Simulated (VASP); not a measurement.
# CuO (rock salt type) (Fm-3m) in VASP: a series of runs

Aim: see how the results for CuO (rock salt type) move with the level of theory and the settings. Levels: r2SCAN, PBE. Tasks: single point.

Everything below comes from runs of VASP 6.6.1. Logs are shortened: lines on timing, memory, paths and dates and some standing lists are left out, and cuts for length are marked.

### 1 The cell of the first run

Symmetry: Fm-3m, No. 225, cubic system. Conventional cell: a = 4.300 Å, b = 4.300 Å, c = 4.300 Å, α = 90.00°, β = 90.00°, γ = 90.00°. Within 2.8 Å of Cu (site symmetry m-3m) lie 6 O at 2.15 Å. Within 2.8 Å of O (site symmetry m-3m) lie 6 Cu at 2.15 Å.

### 2 Single point, r2SCAN

File POSCAR:

```
CuO
1.0
    0.0000000000      2.1497630175      2.1497630175
    2.1497630175      0.0000000000      2.1497630175
    2.1497630175      2.1497630175      0.0000000000
Cu O
1 1
Direct
    0.0000000000      0.0000000000      0.0000000000
    0.5000000000      0.5000000000      0.5000000000
```

File INCAR.step1:

```
ALGO = Normal
EDIFF = 1E-4
ENCUT = 520
GGA = PE
ISMEAR = -1
LASPH = T
LCHARG = F
LREAL = F
LWAVE = T
NBANDS = 16
NELM = 60
PREC = Accurate
SIGMA = 0.1
```

File INCAR.step2:

```
ALGO = Normal
EDIFF = 1E-7
ENCUT = 520
ISIF = 2
ISMEAR = -1
ISTART = 1
LASPH = T
LCHARG = F
LMIXTAU = T
LREAL = F
LWAVE = F
METAGGA = R2SCAN
NBANDS = 16
NELM = 60
PREC = Accurate
SIGMA = 0.1
```

File KPOINTS:

```
k-points
0
Gamma
  14 14 14
```

Potentials or basis: VASP PAW PBE potentials, release 64 (Cu, O).

Launch:

```
$ cat potpaw_PBE.64/Cu/POTCAR potpaw_PBE.64/O/POTCAR > POTCAR
$ cp INCAR.step1 INCAR
$ mpirun -np 1 vasp_std > vasp.out
$ cp INCAR.step2 INCAR
$ mpirun -np 1 vasp_std > vasp.out
```

OUTCAR:

```text
EDIFF = 1E-7
   ENCUT = 520
   ISIF = 2
   ISMEAR = -1
   ISTART = 1
   LASPH = T
   LREAL = F
   METAGGA = R2SCAN
   NELM = 60
   PREC = Accurate

 ion  position               nearest neighbor table
   1  0.000  0.000  0.000-   2 2.15   2 2.15   2 2.15   2 2.15   2 2.15   2 2.15
   2  0.500  0.500  0.500-   1 2.15   1 2.15   1 2.15   1 2.15   1 2.15   1 2.15

  LATTYP: Found a face centered cubic cell.
 ALAT       =     4.2995260350

  Lattice vectors:

 A1 = (   0.0000000000,   2.1497630175,   2.1497630175)
 A2 = (   2.1497630175,   0.0000000000,   2.1497630175)
 A3 = (   2.1497630175,   2.1497630175,   0.0000000000)

Analysis of symmetry for initial positions (statically):
=====================================================================
 Subroutine PRICEL returns:
 Original cell was already a primitive cell.

 Routine SETGRP: Setting up the symmetry group for a
 face centered cubic supercell.

 Subroutine GETGRP returns: Found 48 space group operations
 (whereof 48 operations were pure point group operations)
 out of a pool of 48 trial point group operations.

The static configuration has the point symmetry O_h .

Analysis of symmetry for dynamics (positions and initial velocities):
=====================================================================
 Subroutine PRICEL returns:
 Original cell was already a primitive cell.

 Routine SETGRP: Setting up the symmetry group for a
 face centered cubic supercell.

 Subroutine GETGRP returns: Found 48 space group operations
 (whereof 48 operations were pure point group operations)
 out of a pool of 48 trial point group operations.

The dynamic configuration has the point symmetry O_h .

 Subroutine INISYM returns: Found 48 space group operations
 (whereof 48 operations are pure point group operations),
 and found     1 'primitive' translations

----------------------------------------------------------------------------------------

                                     Primitive cell

  volume of cell :      19.8702

  direct lattice vectors                    reciprocal lattice vectors
     0.000000000  2.149763018  2.149763018    -0.232583776  0.232583776  0.232583776
     2.149763018  0.000000000  2.149763018     0.232583776 -0.232583776  0.232583776
     2.149763018  2.149763018  0.000000000     0.232583776  0.232583776 -0.232583776

  length of vectors
     3.040224015  3.040224015  3.040224015     0.402846917  0.402846917  0.402846917

  position of ions in fractional coordinates (direct lattice)
     0.000000000  0.000000000  0.000000000
     0.500000000  0.500000000  0.500000000

  ion indices of the primitive-cell ions
   primitive index   ion index
                 1           1
                 2           2

----------------------------------------------------------------------------------------

 KPOINTS: k-points

Automatic generation of k-mesh.
 Grid dimensions read from file:
 generate k-points for:   14   14   14

 Generating k-lattice:

  Cartesian coordinates                     Fractional coordinates (reciprocal lattice)
    -0.016613127  0.016613127  0.016613127     0.071428571  0.000000000  0.000000000
     0.016613127 -0.016613127  0.016613127     0.000000000  0.071428571  0.000000000
     0.016613127  0.016613127 -0.016613127     0.000000000  0.000000000  0.071428571

  Length of vectors
     0.028774780  0.028774780  0.028774780

  Shift w.r.t. Gamma in fractional coordinates (k-lattice)
     0.000000000  0.000000000  0.000000000

 Subroutine IBZKPT returns following result:
 ===========================================

 Found    104 irreducible k-points:

 Following reciprocal coordinates:
            Coordinates               Weight
  0.000000  0.000000  0.000000      1.000000
  0.071429  0.000000  0.000000      8.000000
  0.142857  0.000000  0.000000      8.000000
  0.214286  0.000000  0.000000      8.000000
  0.285714  0.000000  0.000000      8.000000
  0.357143  0.000000  0.000000      8.000000
[... 16 lines left out ...]
  0.214286  0.142857  0.000000     24.000000
  0.285714  0.142857  0.000000     24.000000
 [... further k-points ...]
   k-points           NKPTS =    104   k-points in BZ     NKDIM =    104   number of bands    NBANDS=     16
   number of dos      NEDOS =    301   number of ions     NIONS =      2
   total plane-waves  NPLWV =  13824
   dimension x,y,z NGX =    24 NGY =   24 NGZ =   24
   dimension x,y,z NGXF=    48 NGYF=   48 NGZF=   48
   ions per type =               1   1
   NGX,Y,Z   is equivalent  to a cutoff of  13.12, 13.12, 13.12 a.u.
   NGXF,Y,Z  is equivalent  to a cutoff of  26.25, 26.25, 26.25 a.u.
 SYSTEM =  unknown system
   PREC   = accura    normal or accurate (medium, high low for compatibility)
   ISTART =      1    job   : 0-new  1-cont  2-samecut
   ICHARG =      0    charge: 1-file 2-atom 10-const
   ISPIN  =      1    spin polarized calculation?
   LNONCOLLINEAR =      F non collinear calculations
   LSORBIT =      F    spin-orbit coupling
   LASPH  =      T    aspherical Exc in radial PAW
   ENCUT  =  520.0 eV  38.22 Ry    6.18 a.u.   5.65  5.65  5.65*2*pi/ulx,y,z
   NELM   =     60;   NELMIN=  2; NELMDL=  0     # of ELM steps
   EDIFF  = 0.1E-06   stopping-criterion for ELM
   LREAL  =      F    real-space projection
   EDIFFG = 0.1E-05   stopping-criterion for IOM
   NSW    =      0    number of steps for IOM
   IBRION =     -1    ionic relax: 0-MD 1-quasi-New 2-CG
   NFREE  =      0    steps in history (QN), initial steepest desc. (CG)
   ISIF   =      2    stress and relaxation
   ISYM   =      2    0-nonsym 1-usesym 2-fastsym
   POTIM  = 0.5000    time-step for ionic-motion
   TEBEG  =    0.0;   TEEND  =   0.0 temperature during run
   PSTRESS=    0.0 pullay stress
   NELECT =      17.0000    total number of electrons
   NUPDOWN=      -1.0000    fix difference up-down
   EMIN   =  10.00;   EMAX   =-10.00  energy-range for DOS
   EFERMI =   0.00;   METHOD = LEGACY
   ISMEAR =    -1;   SIGMA  =   0.10  broadening in eV -4-tet -1-fermi 0-gaus
   EFERMI_NEDOS =   21; number of points for ismear=-14 and -15
   IALGO  =     38    algorithm
   IMIX   =      4    mixing-type and parameters
     AMIX     =   0.40;   BMIX     =  1.00
     AMIX_MAG =   1.60;   BMIX_MAG =  1.00
  volume/ion in A,a.u.               =       9.94        67.05
  Fermi-wavevector in a.u.,A,eV,Ry     =   1.554141  2.936902 32.862910  2.415356
  Thomas-Fermi vector in A             =   2.658270
   LORBIT       =      0    0 simple, 1 ext, 2 COOP (PROOUT), +10 PAW based schemes
   METAGGA = R2SCAN    functional components
   LHFCALC =     F    Hartree Fock is set to
   AEXX    =    0.0000 exact exchange contribution
   IVDW    =     0    specifies the selected vdW correction
   LEPSILON=     F    determine dielectric tensor
   LRPA    =     F    only Hartree local field effects (RPA)
 non-spin polarized calculation
  energy-cutoff  :      520.00
  volume of cell :       19.87
 maximum number of plane-waves:       548
   NGX = 11   NGY = 11   NGZ = 11

 number of electron      17.0000011 magnetization

 Free energy of the ion-electron system (eV)
  ---------------------------------------------------
  ext. energy  EPLUGINS =         0.00000000
  ---------------------------------------------------
  free energy    TOTEN  =       -17.94078694 eV

  energy without entropy =      -17.88880907  energy(sigma->0) =      -17.91479801

 E-fermi :   5.3422     XC(G=0): -12.8470

 val. band max:        5.3414600759   @ k =  -0.3571   0.2857   0.1429
 cond. band min:       5.3570154785   @ k =   0.5000   0.1429   0.0714
 fundamental gap:      0.0155554026
 Fermi energy:         5.3421906571

 k-point     1 :       0.0000    0.0000    0.0000
  band No.  band energies     occupation
      1     -14.8801      2.00000
      2       2.8747      2.00000
      3       2.8748      2.00000
      4       2.8748      2.00000
      5       3.0058      2.00000
      6       3.0058      2.00000
[... 8 lines left out ...]
     15      26.9555      0.00000
     16      26.9558      0.00000

 k-point     2 :       0.0714    0.0000    0.0000
  band No.  band energies     occupation
      1     -14.8320      2.00000
      2       2.3595      2.00000
      3       2.4950      2.00000
      4       2.4951      2.00000
      5       2.9424      2.00000
      6       2.9425      2.00000
[... 8 lines left out ...]
     15      26.7051      0.00000
     16      26.7052      0.00000

 k-point     3 :       0.1429    0.0000    0.0000
  band No.  band energies     occupation
      1     -14.6942      2.00000
      2       1.4601      2.00000
      3       1.9575      2.00000
      4       1.9576      2.00000
      5       3.0091      2.00000
      6       3.0092      2.00000
[... 8 lines left out ...]
     15      26.6773      0.00000
     16      26.6773      0.00000

 k-point     4 :       0.2143    0.0000    0.0000
  band No.  band energies     occupation
      1     -14.4866      2.00000
      2       0.4688      2.00000
      3       1.4785      2.00000
      4       1.4785      2.00000
      5       3.1102      2.00000
      6       3.1103      2.00000
[... 8 lines left out ...]
     15      27.2010      0.00000
     16      27.2011      0.00000
[... 324 lines left out ...]
 k-point    22 :       0.1429    0.1429    0.0000
  band No.  band energies     occupation
      1     -14.6388      2.00000
      2       0.9396      2.00000
      3       2.2213      2.00000
      4       2.2213      2.00000
      5       2.7613      2.00000
      6       3.2986      2.00000
[... 8 lines left out ...]
     15      29.1005      0.00000
     16      30.1202      0.00000

 k-point    23 :       0.2143    0.1429    0.0000
  band No.  band energies     occupation
      1     -14.4916      2.00000
      2       0.4062      2.00000
      3       1.8600      2.00000
      4       1.9477      2.00000
      5       2.7933      2.00000
      6       3.2836      2.00000
[... 8 lines left out ...]
     15      29.5233      0.00000
     16      30.4687      0.00000

 k-point    24 :       0.2857    0.1429    0.0000
  band No.  band energies     occupation
      1     -14.2908      2.00000
      2      -0.1594      2.00000
      3       1.3319      2.00000
      4       1.5578      2.00000
      5       2.9012      2.00000
      6       3.3340      2.00000
[... 8 lines left out ...]
     15      29.5447      0.00000
     16      30.6401      0.00000

 [... further k-points ...]

------------------------ aborting loop because EDIFF is reached ----------------------------------------

  FORCE on cell =-STRESS in cart. coord.  units (eV):
  Direction    XX          YY          ZZ          XY          YZ          ZX
  --------------------------------------------------------------------------------------
  -------------------------------------------------------------------------------------
  Total       -1.5958358     -1.5958358     -1.5958358      0.0000000      0.0000000      0.0000000
  in kB     -128.6758423   -128.6758423   -128.6758423      0.0000000      0.0000000      0.0000000
  external PRESSURE =    -128.6758423 kB  Pullay stress =       0.0000000 kB

 VOLUME and BASIS-vectors are now :
 -----------------------------------------------------------------------------
  energy-cutoff  :      520.00
  volume of cell :       19.87
      direct lattice vectors                 reciprocal lattice vectors
     0.000000000  2.149763018  2.149763018    -0.232583776  0.232583776  0.232583776
     2.149763018  0.000000000  2.149763018     0.232583776 -0.232583776  0.232583776
     2.149763018  2.149763018  0.000000000     0.232583776  0.232583776 -0.232583776

 POSITION                                       TOTAL-FORCE (eV/Angst)
 -----------------------------------------------------------------------------------
      0.00000      0.00000      0.00000         0.000000      0.000000     -0.000000
      2.14976      2.14976      2.14976        -0.000000     -0.000000      0.000000
 -----------------------------------------------------------------------------------
    total drift:                                0.000000     -0.000000     -0.000000

  FREE ENERGIE OF THE ION-ELECTRON SYSTEM (eV)
  ---------------------------------------------------
  free  energy   TOTEN  =       -17.9407869392 eV

  energy  without entropy=      -17.8888090746  energy(sigma->0) =      -17.91479801
```

Run time: 1.9 min. Hardware: 1 thread of AMD EPYC 9R45 (Zen 5), shared host; peak memory 0.14 GiB.

What came out:

| Item | Value |
| --- | --- |
| Free energy | -17.9408 eV |
| Pressure | -12.9 GPa |

Caveat: the PAW data sets were made with another functional, which shifts forces and pressure a little; an odd number of electrons without spin polarisation forces a metal; a magnetic or distorted state may lie lower; semilocal functionals often make such compounds metallic where correlation or magnetic order opens a gap, which also shifts bond lengths.

### 3 Single point, PBE

This run uses another cell than the first one, of 8.98 Å³/atom, 0.904 times its volume.

File INCAR:

```
SYSTEM = CuO
PREC = Accurate ; ENCUT = 520
EDIFF = 1E-7 ; ISMEAR = -1
SIGMA = 0.06122561905347299 ; LREAL = .False.
LASPH = .True. ; NELM = 80
ALGO = Normal ; ISIF = 2
LWAVE = .False. ; LCHARG = .True.
GGA = PE ; LELF = .True.
LVHAR = .True. ; NBANDS = 16
```

File KPOINTS:

```
regular mesh
0
Gamma
  22 22 22
  0 0 0
```

File POSCAR:

```
CuO
1.0
    0.0000000000      2.0785258283      2.0785258283
    2.0785258283      0.0000000000      2.0785258283
    2.0785258283      2.0785258283      0.0000000000
Cu O
1 1
Direct
    0.0000000000      0.0000000000      0.0000000000
    0.5000000000      0.5000000000      0.5000000000
```

Potentials or basis: VASP PAW PBE potentials, release 64 (Cu, O).

Launch:

```
$ cat potpaw_PBE.64/Cu/POTCAR potpaw_PBE.64/O/POTCAR > POTCAR
$ mpirun -np 1 vasp_std > vasp.out
```

Run time: 71 s. Hardware: 1 thread of AMD EPYC 9R45 (Zen 5), shared host; peak memory 0.19 GiB.

The run converged. Its results:

* Free energy: -9.4954 eV
* Pressure: 13.2 GPa

Levels at points of the mesh, in eV from the Fermi level:
```csv
k point,band 5,band 6,band 7,band 8,band 9,band 10,band 11,band 12,band 13,band 14
"(0.00, 0.00, 0.00)",-2.59,-2.59,-2.59,-2.37,-2.37,1.68,18.32,19.02,19.02,19.02
"(0.50, 0.00, 0.00)",-1.97,-1.97,-1.50,0.78,0.78,5.80,10.10,14.05,14.05,21.21
"(0.50, 0.50, 0.00)",-3.45,-2.04,-1.76,-1.76,-1.51,5.91,10.94,12.22,16.77,16.77
```

Caveat: an odd number of electrons without spin polarisation forces a metal; a magnetic or distorted state may lie lower; semilocal functionals often make such compounds metallic where correlation or magnetic order opens a gap, which also shifts bond lengths.

[end of part 1 of 2]
